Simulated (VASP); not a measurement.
Set up this calculation in VASP 6.6.1, as the native input.

```yaml
Task: single point
Functional: LDA
Potentials_or_basis: VASP PAW LDA potentials, release 64 (Mg, O)
Cutoff: 600 eV
k_mesh: 12 × 12 × 8
Occupations: gaussian, width 0.01 eV
Spin: no spin polarisation
Dipole_correction: no
Further_INCAR_settings: ALGO = Normal; EDIFF = 1e-06; NBANDS = 11
```

The structure of MgO lies in POSCAR:

```
MgO
1.0
    2.8983131459      0.0000000000      0.0000000000
   -1.4491560797      2.5100129873      0.0000000000
    0.0000000000      0.0000000000      2.6434636685
Mg O
1 1
Direct
    0.0000000000      0.0000000000      0.0000000000
    0.3333333333      0.6666666667      0.5000000000
```

One way to write it, as run:

INCAR

```
  PREC = Accurate
  ENCUT = 600
  EDIFF = 1E-6
  ISMEAR = 0
  SIGMA = 0.01
  LREAL = False
  LASPH = True
  NELM = 120
  ALGO = Normal
  ISIF = 2
  LWAVE = False
  LCHARG = False
  NBANDS = 11
  GGA_COMPAT = False
```

KPOINTS

```
regular mesh
0
Gamma
  12 12 8
```

Potentials or basis: VASP PAW LDA potentials, release 64 (Mg, O).

Run with:

```sh
$ cat potpaw_LDA.64/Mg/POTCAR potpaw_LDA.64/O/POTCAR > POTCAR
$ mpirun -np 1 vasp_std > vasp.out
```

Results of the run:

```json
{"Pressure": "-5.9 GPa", "Band gap on the k mesh": "3.26 eV (least direct gap 3.67 eV)"}
```

Caveat: the cell stands under tension.

It took 17 s on 1 thread of Intel Xeon 8259CL, on a shared host, peak memory 0.15 GiB.
